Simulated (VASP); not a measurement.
Here is a VASP 6.6.1 calculation.

POSCAR

```
CuF
1.0
    3.5086571400      0.0000000000      0.0000000000
   -1.7543285700      3.0385862164      0.0000000000
    0.0000000000      0.0000000000      5.0825198265
Cu F
2 2
Direct
    0.3333333333      0.6666666667      0.2500000000
    0.6666666667      0.3333333333      0.7500000000
    0.6666666667      0.3333333333      0.2500000000
    0.3333333333      0.6666666667      0.7500000000
```

Contents of INCAR.step1:

```
PREC     = Accurate       # precision mode
ENCUT    = 520            # plane-wave cutoff, eV
ISMEAR   = -1             # smearing method
SIGMA    = 0.02           # smearing width, eV
LREAL    = False          # projectors in reciprocal space
LASPH    = True           # aspherical terms in the spheres
NELM     = 60             # most SCF steps
NBANDS   = 26             # bands
GGA      = PE             # functional
ALGO     = Normal         # electronic algorithm
EDIFF    = 1E-4           # SCF threshold, eV
LWAVE    = True           # write WAVECAR
LCHARG   = False          # write CHGCAR
```

The input INCAR.step2:

```
PREC     = Accurate       # precision mode
ENCUT    = 520            # plane-wave cutoff, eV
EDIFF    = 1E-7           # SCF threshold, eV
ISMEAR   = -1             # smearing method
SIGMA    = 0.02           # smearing width, eV
LREAL    = False          # projectors in reciprocal space
LASPH    = True           # aspherical terms in the spheres
NELM     = 60             # most SCF steps
ALGO     = Normal         # electronic algorithm
ISIF     = 2              # what is computed and relaxed
LWAVE    = False          # write WAVECAR
LCHARG   = True           # write CHGCAR
METAGGA  = R2SCAN         # meta-GGA
LMIXTAU  = True         
LELF     = True           # ELF
LVHAR    = True         
NBANDS   = 26             # bands
ISTART   = 1
```

The input KPOINTS:

```
regular mesh
0
Gamma
  6 6 4
```

Potentials or basis: VASP PAW PBE potentials, release 64 (Cu, F).

Command:

```sh
$ cat potpaw_PBE.64/Cu/POTCAR potpaw_PBE.64/F/POTCAR > POTCAR
$ cp INCAR.step1 INCAR
$ mpirun -np 1 vasp_std > vasp.out
$ cp INCAR.step2 INCAR
$ mpirun -np 1 vasp_std > vasp.out
```

**Question.** Predict the pressure.

**Answer.** 0.3 GPa.

**Question.** Estimate the band gap on the k mesh.

**Answer.** Zero (filled and empty bands overlap).

Stress tensor (GPa, compression positive):
```
 0.51  0.00  0.00
 0.00  0.51  0.00
 0.00  0.00 -0.26
```

Caveat: the PAW data sets were made with another functional, which shifts forces and pressure a little; semilocal functionals often make such compounds metallic where correlation or magnetic order opens a gap, which also shifts bond lengths. With open d or f shells a metallic result of r2SCAN can be an artefact of self-interaction; +U or a hybrid may open a gap.
